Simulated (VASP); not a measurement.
# NbP (P-6m2) in VASP: further runs

The runs below take NbP through single point, relaxation of cell and atoms, with PBEsol.

Everything below comes from runs of VASP 6.6.1. Logs are shortened: lines on timing, memory, paths and dates and some standing lists are left out, and cuts for length are marked.

## Step 1: The cell of the first run

The structure is hexagonal, space group P-6m2 (No. 187). Conventional cell: a = 3.292 Å, b = 3.292 Å, c = 3.322 Å, α = 90.00°, β = 90.00°, γ = 120.00°. Within 3.3 Å of Nb (site symmetry -6m2) lie 6 P at 2.52 Å and 6 Nb at 3.29 Å. P (site symmetry -6m2) has 6 Nb at 2.52 Å and 6 P at 3.29 Å within 3.3 Å.

## Step 2: Single point, PBEsol

Contents of INCAR:

```
ALGO = Normal
EDIFF = 1E-7
ENCUT = 520
GGA = PS
ISIF = 2
ISMEAR = 0
LASPH = T
LCHARG = T
LELF = T
LREAL = F
LVHAR = T
LWAVE = F
NBANDS = 16
NELM = 80
PREC = Accurate
SIGMA = 0.1
```

Contents of KPOINTS:

```
k-points
0
Gamma
  12 12 12
```

Contents of POSCAR:

```
NbP
1.0
    3.2922811521      0.0000000000      0.0000000000
   -1.6461405760      2.8511991141      0.0000000000
    0.0000000000      0.0000000000      3.3220237580
Nb P
1 1
Direct
    0.3333333333      0.6666666667      0.5000000000
    0.0000000000      0.0000000000      0.0000000000
```

Potentials or basis: VASP PAW PBE potentials, release 64 (Nb_sv, P).

The run is started by

```
$ cat potpaw_PBE.64/Nb_sv/POTCAR potpaw_PBE.64/P/POTCAR > POTCAR
$ mpirun -np 1 vasp_std > vasp.out
```

OUTCAR:

```text
EDIFF = 1E-7
   ENCUT = 520
   GGA = PS
   ISIF = 2
   ISMEAR = 0
   LASPH = T
   LREAL = F
   NELM = 80
   PREC = Accurate

 ion  position               nearest neighbor table
   1  0.333  0.667  0.500-   2 2.52   2 2.52   2 2.52   2 2.52   2 2.52   2 2.52
   2  0.000  0.000  0.000-   1 2.52   1 2.52   1 2.52   1 2.52   1 2.52   1 2.52

  LATTYP: Found a hexagonal cell.
 ALAT       =     3.2922811521
 C/A-ratio  =     1.0090340419

  Lattice vectors:

 A1 = (   3.2922811521,   0.0000000000,   0.0000000000)
 A2 = (  -1.6461405760,   2.8511991141,   0.0000000000)
 A3 = (   0.0000000000,   0.0000000000,   3.3220237580)

Analysis of symmetry for initial positions (statically):
=====================================================================
 Subroutine PRICEL returns:
 Original cell was already a primitive cell.

 Routine SETGRP: Setting up the symmetry group for a
 hexagonal supercell.

 Subroutine GETGRP returns: Found 12 space group operations
 (whereof 12 operations were pure point group operations)
 out of a pool of 24 trial point group operations.

The static configuration has the point symmetry D_3h.

Analysis of symmetry for dynamics (positions and initial velocities):
=====================================================================
 Subroutine PRICEL returns:
 Original cell was already a primitive cell.

 Routine SETGRP: Setting up the symmetry group for a
 hexagonal supercell.

 Subroutine GETGRP returns: Found 12 space group operations
 (whereof 12 operations were pure point group operations)
 out of a pool of 24 trial point group operations.

The dynamic configuration has the point symmetry D_3h.

 Subroutine INISYM returns: Found 12 space group operations
 (whereof 12 operations are pure point group operations),
 and found     1 'primitive' translations

----------------------------------------------------------------------------------------

                                     Primitive cell

  volume of cell :      31.1837

  direct lattice vectors                    reciprocal lattice vectors
     3.292281152  0.000000000  0.000000000     0.303740766  0.175364813  0.000000000
    -1.646140576  2.851199114  0.000000000     0.000000000  0.350729626  0.000000000
     0.000000000  0.000000000  3.322023758     0.000000000  0.000000000  0.301021327

  length of vectors
     3.292281152  3.292281152  3.322023758     0.350729626  0.350729626  0.301021327

  position of ions in fractional coordinates (direct lattice)
     0.333333333  0.666666667  0.500000000
     0.000000000  0.000000000  0.000000000

  ion indices of the primitive-cell ions
   primitive index   ion index
                 1           1
                 2           2

----------------------------------------------------------------------------------------

 KPOINTS: k-points

Automatic generation of k-mesh.
 Grid dimensions read from file:
 generate k-points for:   12   12   12

 Generating k-lattice:

  Cartesian coordinates                     Fractional coordinates (reciprocal lattice)
     0.025311731  0.014613734  0.000000000     0.083333333  0.000000000  0.000000000
     0.000000000  0.029227469  0.000000000     0.000000000  0.083333333  0.000000000
     0.000000000  0.000000000  0.025085111     0.000000000  0.000000000  0.083333333

  Length of vectors
     0.029227469  0.029227469  0.025085111

  Shift w.r.t. Gamma in fractional coordinates (k-lattice)
     0.000000000  0.000000000  0.000000000

 Subroutine IBZKPT returns following result:
 ===========================================

 Found    133 irreducible k-points:

 Following reciprocal coordinates:
            Coordinates               Weight
  0.000000  0.000000  0.000000      1.000000
  0.083333  0.000000  0.000000      6.000000
  0.166667  0.000000  0.000000      6.000000
  0.250000  0.000000  0.000000      6.000000
  0.333333  0.000000  0.000000      6.000000
  0.416667  0.000000  0.000000      6.000000
[... 16 lines left out ...]
  0.250000  0.000000  0.083333     12.000000
  0.333333  0.000000  0.083333     12.000000
 [... further k-points ...]
   k-points           NKPTS =    133   k-points in BZ     NKDIM =    133   number of bands    NBANDS=     16
   number of dos      NEDOS =    301   number of ions     NIONS =      2
   total plane-waves  NPLWV =  16128
   dimension x,y,z NGX =    24 NGY =   24 NGZ =   28
   dimension x,y,z NGXF=    48 NGYF=   48 NGZF=   56
   ions per type =               1   1
   NGX,Y,Z   is equivalent  to a cutoff of  12.12, 12.12, 14.01 a.u.
   NGXF,Y,Z  is equivalent  to a cutoff of  24.24, 24.24, 28.02 a.u.
 SYSTEM =  unknown system
   PREC   = accura    normal or accurate (medium, high low for compatibility)
   ISTART =      0    job   : 0-new  1-cont  2-samecut
   ICHARG =      2    charge: 1-file 2-atom 10-const
   ISPIN  =      1    spin polarized calculation?
   LNONCOLLINEAR =      F non collinear calculations
   LSORBIT =      F    spin-orbit coupling
   LASPH  =      T    aspherical Exc in radial PAW
   ENCUT  =  520.0 eV  38.22 Ry    6.18 a.u.   6.12  6.12  6.18*2*pi/ulx,y,z
   NELM   =     80;   NELMIN=  2; NELMDL= -5     # of ELM steps
   EDIFF  = 0.1E-06   stopping-criterion for ELM
   LREAL  =      F    real-space projection
   EDIFFG = 0.1E-05   stopping-criterion for IOM
   NSW    =      0    number of steps for IOM
   IBRION =     -1    ionic relax: 0-MD 1-quasi-New 2-CG
   NFREE  =      0    steps in history (QN), initial steepest desc. (CG)
   ISIF   =      2    stress and relaxation
   ISYM   =      2    0-nonsym 1-usesym 2-fastsym
   POTIM  = 0.5000    time-step for ionic-motion
   TEBEG  =    0.0;   TEEND  =   0.0 temperature during run
   PSTRESS=    0.0 pullay stress
   NELECT =      18.0000    total number of electrons
   NUPDOWN=      -1.0000    fix difference up-down
   EMIN   =  10.00;   EMAX   =-10.00  energy-range for DOS
   EFERMI =   0.00;   METHOD = LEGACY
   ISMEAR =     0;   SIGMA  =   0.10  broadening in eV -4-tet -1-fermi 0-gaus
   EFERMI_NEDOS =   21; number of points for ismear=-14 and -15
   IALGO  =     38    algorithm
   IMIX   =      4    mixing-type and parameters
     AMIX     =   0.40;   BMIX     =  1.00
     AMIX_MAG =   1.60;   BMIX_MAG =  1.00
  volume/ion in A,a.u.               =      15.59       105.22
  Fermi-wavevector in a.u.,A,eV,Ry     =   1.363086  2.575859 25.279673  1.858004
  Thomas-Fermi vector in A             =   2.489519
   LORBIT       =      0    0 simple, 1 ext, 2 COOP (PROOUT), +10 PAW based schemes
   GGA     = PS    functional components
   LHFCALC =     F    Hartree Fock is set to
   AEXX    =    0.0000 exact exchange contribution
   IVDW    =     0    specifies the selected vdW correction
   LEPSILON=     F    determine dielectric tensor
   LRPA    =     F    only Hartree local field effects (RPA)
 non-spin polarized calculation
 Gauss-broadening in eV      SIGMA  =   0.10
  energy-cutoff  :      520.00
  volume of cell :       31.18
 maximum number of plane-waves:       865
   NGX = 13   NGY = 13   NGZ = 13

 number of electron      18.0000000 magnetization

 Free energy of the ion-electron system (eV)
  ---------------------------------------------------
  ext. energy  EPLUGINS =         0.00000000
  ---------------------------------------------------
  free energy    TOTEN  =       -18.89533705 eV

  energy without entropy =      -18.89352238  energy(sigma->0) =      -18.89442972

 E-fermi :  10.6964     XC(G=0): -12.2582

 val. band max:       10.6664994208   @ k =   0.3333   0.1667   0.0000
 cond. band min:      10.6973610063   @ k =   0.5000   0.0000   0.5000
 fundamental gap:      0.0308615855
 Fermi energy:        10.6964067515

 k-point     1 :       0.0000    0.0000    0.0000
  band No.  band energies     occupation
      1     -43.8779      2.00000
      2     -19.9715      2.00000
      3     -19.7943      2.00000
      4     -19.7943      2.00000
      5      -1.9636      2.00000
      6       7.8538      2.00000
[... 8 lines left out ...]
     15      20.1596      0.00000
     16      20.3686      0.00000

 k-point     2 :       0.0833    0.0000    0.0000
  band No.  band energies     occupation
      1     -43.8751      2.00000
      2     -19.9674      2.00000
      3     -19.8243      2.00000
      4     -19.8010      2.00000
      5      -1.8400      2.00000
      6       7.7892      2.00000
[... 8 lines left out ...]
     15      19.7228      0.00000
     16      20.7720      0.00000

 k-point     3 :       0.1667    0.0000    0.0000
  band No.  band energies     occupation
      1     -43.8673      2.00000
      2     -19.9561      2.00000
      3     -19.9055      2.00000
      4     -19.8191      2.00000
      5      -1.4847      2.00000
      6       7.2869      2.00000
[... 8 lines left out ...]
     15      19.6821      0.00000
     16      21.7987      0.00000

 k-point     4 :       0.2500    0.0000    0.0000
  band No.  band energies     occupation
      1     -43.8566      2.00000
      2     -20.0145      2.00000
      3     -19.9406      2.00000
      4     -19.8438      2.00000
      5      -0.9447      2.00000
      6       6.4700      2.00000
[... 8 lines left out ...]
     15      20.7934      0.00000
     16      22.2628      0.00000
[... 324 lines left out ...]
 k-point    22 :       0.1667    0.0000    0.0833
  band No.  band energies     occupation
      1     -43.8659      2.00000
      2     -19.9779      2.00000
      3     -19.9028      2.00000
      4     -19.8172      2.00000
      5      -1.3911      2.00000
      6       7.3137      2.00000
[... 8 lines left out ...]
     15      19.5771      0.00000
     16      21.5512      0.00000

 k-point    23 :       0.2500    0.0000    0.0833
  band No.  band energies     occupation
      1     -43.8553      2.00000
      2     -20.0123      2.00000
      3     -19.9608      2.00000
      4     -19.8419      2.00000
      5      -0.8678      2.00000
      6       6.5142      2.00000
[... 8 lines left out ...]
     15      20.6063      0.00000
     16      21.6815      0.00000

 k-point    24 :       0.3333    0.0000    0.0833
  band No.  band energies     occupation
      1     -43.8446      2.00000
      2     -20.1183      2.00000
      3     -19.9449      2.00000
      4     -19.8664      2.00000
      5      -0.2520      2.00000
      6       5.6665      2.00000
[... 8 lines left out ...]
     15      20.4413      0.00000
     16      22.5062      0.00000

 [... further k-points ...]
[... 5 lines left out ...]
  --------------------------------------------------------------------------------------
  -------------------------------------------------------------------------------------
  Total       -0.0514121     -0.0514121     -0.0616089     -0.0000000      0.0000000      0.0000000
  in kB       -2.6414896     -2.6414896     -3.1653890     -0.0000000      0.0000000      0.0000000
  external PRESSURE =      -2.8161227 kB  Pullay stress =       0.0000000 kB

 VOLUME and BASIS-vectors are now :
 -----------------------------------------------------------------------------
  energy-cutoff  :      520.00
  volume of cell :       31.18
      direct lattice vectors                 reciprocal lattice vectors
     3.292281152  0.000000000  0.000000000     0.303740766  0.175364813  0.000000000
    -1.646140576  2.851199114  0.000000000     0.000000000  0.350729626  0.000000000
     0.000000000  0.000000000  3.322023758     0.000000000  0.000000000  0.301021327

 POSITION                                       TOTAL-FORCE (eV/Angst)
 -----------------------------------------------------------------------------------
     -0.00000      1.90080      1.66101         0.000000     -0.000000      0.000000
      0.00000      0.00000      0.00000        -0.000000      0.000000      0.000000
 -----------------------------------------------------------------------------------
    total drift:                                0.000000     -0.000000     -0.000000

  FREE ENERGIE OF THE ION-ELECTRON SYSTEM (eV)
  ---------------------------------------------------
  free  energy   TOTEN  =       -18.8953370538 eV

  energy  without entropy=      -18.8935223826  energy(sigma->0) =      -18.89442972
```

Wall time 22 s (1 thread of Intel Xeon 6975P-C (Granite Rapids), shared host); peak memory 0.19 GiB.

What came out:

```yaml
Free_energy: -18.8953 eV
Pressure: -0.3 GPa
Band_gap_on_the_k_mesh: zero (band 9 reaches 11.00 eV, above the bottom of band 10 at 10.44 eV)
```

Caveat: the PAW data sets were made with another functional, which shifts forces and pressure a little.

(Part 1 of 2 ends here.)
